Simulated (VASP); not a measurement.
A run of VASP 6.6.1 is set up as follows.

The input INCAR:

```
ALGO     = Normal         # electronic algorithm
EDIFF    = 1E-6           # SCF threshold, eV
EDIFFG   = -0.04          # ionic threshold
ENCUT    = 600            # plane-wave cutoff, eV
GGA      = PE             # functional
IBRION   = 2              # ionic algorithm
ISIF     = 3              # what is computed and relaxed
ISMEAR   = 0              # smearing method
LASPH    = T              # aspherical terms in the spheres
LCHARG   = F              # write CHGCAR
LREAL    = F              # projectors in reciprocal space
LWAVE    = F              # write WAVECAR
NELM     = 100            # most SCF steps
NSW      = 90             # ionic steps
PREC     = Accurate       # precision mode
SIGMA    = 0.1            # smearing width, eV
```

KPOINTS

```
k-points
0
Gamma
  6 6 4
```

Contents of POSCAR:

```
HfBr
1.0
    3.6665092100      0.0000000000      0.0000000000
    0.0000000000      3.6665092100      0.0000000000
    0.0000000000      0.0000000000      4.1309338500
Hf Br
1 1
Direct
    0.0000000000      0.0000000000      0.0000000000
    0.5000000000      0.5000000000      0.5000000000
```

Potentials or basis: VASP PAW PBE potentials, release 64 (Hf_pv, Br).

Launch:

```sh
$ cat potpaw_PBE.64/Hf_pv/POTCAR potpaw_PBE.64/Br/POTCAR > POTCAR
$ mpirun -np 1 vasp_std > vasp.out
```

Predict the space group after relaxing (to 0.1 Å).

P4/mmm (No. 123).

Predict the band gap on the k mesh.

zero (an odd number of electrons rules out a gap without spin polarisation).

Predict the relaxed volume.

20.62 Å³/atom.

Step by step:
```
step  energy change (eV)  largest force (eV/Å)  pressure (GPa)  volume (Å³)
   1              0.0000                0.0000          -10.83        55.53
   2             -0.6144                0.0000           -1.51        41.77
   3             -0.6228                0.0000           -0.44        40.58
   4             -0.6040                0.0000            3.94        38.27
   5             -0.6235                0.0000           -0.05        40.27
   6             -0.6236                0.0000            0.32        39.99
   7             -0.6404                0.0000            0.98        39.85
   8             -0.6472                0.0000            1.97        39.70
   9             -0.6573                0.0000           -0.07        40.98
  10             -0.6575                0.0000           -0.41        41.21
  11             -0.6575                0.0000           -0.38        41.18
  12             -0.6588                0.0000           -0.18        41.21
  13             -0.6591                0.0000            0.30        41.26
  14             -0.6595                0.0000            0.04        41.23
```

Caveat: the k points lie up to 0.39 Å⁻¹ apart in the final cell, too coarse for converged energies and pressures of a metal; the volume moved by over 15 % at a fixed basis, so the end points are rough; spin-orbit coupling is left out, which moves the levels of the heavy elements; an odd number of electrons without spin polarisation forces a metal; a magnetic or distorted state may lie lower.
